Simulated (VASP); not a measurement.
Wanted: the native input for a VASP 6.6.1 run.

| Quantity | Value |
| --- | --- |
| Task | single point |
| Functional | PBE |
| Potentials or basis | VASP PAW PBE potentials, release 64 (Si, C) |
| Cutoff | 520 eV |
| k mesh | 15 × 15 × 8 |
| Occupations | fermi-dirac, width 0.08 eV |
| Spin | no spin polarisation |
| Dipole correction | no |
| Further INCAR settings | ALGO = Normal; EDIFF = 1e-07; NBANDS = 16 |

The structure of SiC lies in POSCAR:

```
SiC
1.0
    3.0144782423      0.0000000000      0.0000000000
   -1.5072391211      2.6106147370      0.0000000000
    0.0000000000      0.0000000000      5.0480000000
Si C
2 2
Direct
    0.3333333333      0.6666666667      0.0000000000
    0.6666666667      0.3333333333      0.5000000000
    0.3333333333      0.6666666667      0.3850000000
    0.6666666667      0.3333333333      0.8850000000
```

This cell differs from its parent crystal: equal xx and yy strain of -2 %.

The input as run:

INCAR

```
SYSTEM = SiC
  PREC = Accurate
  ENCUT = 520
  EDIFF = 1E-7
  ISMEAR = -1
  SIGMA = 0.08
  LREAL = .False.
  LASPH = .True.
  NELM = 80
  ALGO = Normal
  ISIF = 2
  LWAVE = .False.
  LCHARG = .False.
  GGA = PE
  NBANDS = 16
```

KPOINTS

```
regular mesh
0
Gamma
  15 15 8
  0 0 0
```

Potentials or basis: VASP PAW PBE potentials, release 64 (Si, C).

Launch:

```sh
$ cat potpaw_PBE.64/Si/POTCAR potpaw_PBE.64/C/POTCAR > POTCAR
$ mpirun -np 1 vasp_std > vasp.out
```

Results of the run:

```json
{
 "Pressure": "14.2 GPa",
 "Largest force": "1.000 eV/Å",
 "Band gap on the k mesh": "2.30 eV, indirect (least direct gap 4.37 eV)"
}
```

Caveat: the cell differs from its parent crystal (equal xx and yy strain of -2 %).

It took 58 s on 1 thread of AMD EPYC 7R13 Processor (Zen 3), with other jobs on the host, peak memory 0.17 GiB.
